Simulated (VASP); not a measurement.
**Sb: relaxation of cell and atoms with LDA**

Sb:

```
Sb
1.0
     0.00000    2.38646    2.38646
     2.38646    0.00000    2.38646
     2.38646    2.38646    0.00000
Sb
1
Direct
  0.00000 0.00000 0.00000
```

- Program: VASP 6.6.1
- Task: relaxation of cell and atoms
- Functional: LDA
- Potentials or basis: VASP PAW LDA potentials, release 64 (Sb)
- Cutoff: 600 eV
- k mesh: 11 × 11 × 11
- Occupations: fermi-dirac, width 0.1 eV
- Spin: no spin polarisation
- Dipole correction: no
- Further INCAR settings: ALGO = Normal; EDIFF = 1e-07; IBRION = 2; EDIFFG = -0.01; NSW = 80; ISIF = 3

```json
{
  "Relaxed volume": "25.76 Å³/atom",
  "Relaxed cell": "a = 3.315 Å, b = 3.315 Å, c = 3.315 Å, α = 60.00°, β = 60.00°, γ = 60.00°",
  "Space group after relaxing (to 0.05 Å)": "Fm-3m (No. 225)",
  "Energy gained by relaxing": "16.2 meV/atom",
  "Ionic steps": "3",
  "Pressure after relaxing": "0.0 GPa"
}
```

The path:
```
step  energy change (eV)  largest force (eV/Å)  pressure (GPa)  volume (Å³)
   1              0.0000                0.0000           -3.46        27.18
   2             -0.0099                0.0000            2.54        24.94
   3             -0.0162                0.0000           -0.01        25.76
```

Final structure:
```cif
data_structure
_symmetry_space_group_name_H-M 'P 1'
_symmetry_Int_Tables_number 1
_cell_length_a 3.3150
_cell_length_b 3.3150
_cell_length_c 3.3150
_cell_angle_alpha 60.000
_cell_angle_beta 60.000
_cell_angle_gamma 60.000
_cell_volume 25.76
loop_
_atom_site_label
_atom_site_type_symbol
_atom_site_fract_x
_atom_site_fract_y
_atom_site_fract_z
_atom_site_occupancy
Sb1 Sb 0.00000 0.00000 0.00000 1
```

Levels at points of the mesh, in eV from the Fermi level:
```
           k point  band 1  band 2  band 3  band 4  band 5  band 6
(0.00, 0.00, 0.00)  -13.26    5.59    5.59    5.59    9.93    9.93
```

Run time: 36 s on 1 thread of Intel Xeon 8259CL, with other jobs on the host, peak memory 0.15 GiB.

Caveat: spin-orbit coupling is left out, which moves the levels of the heavy elements.
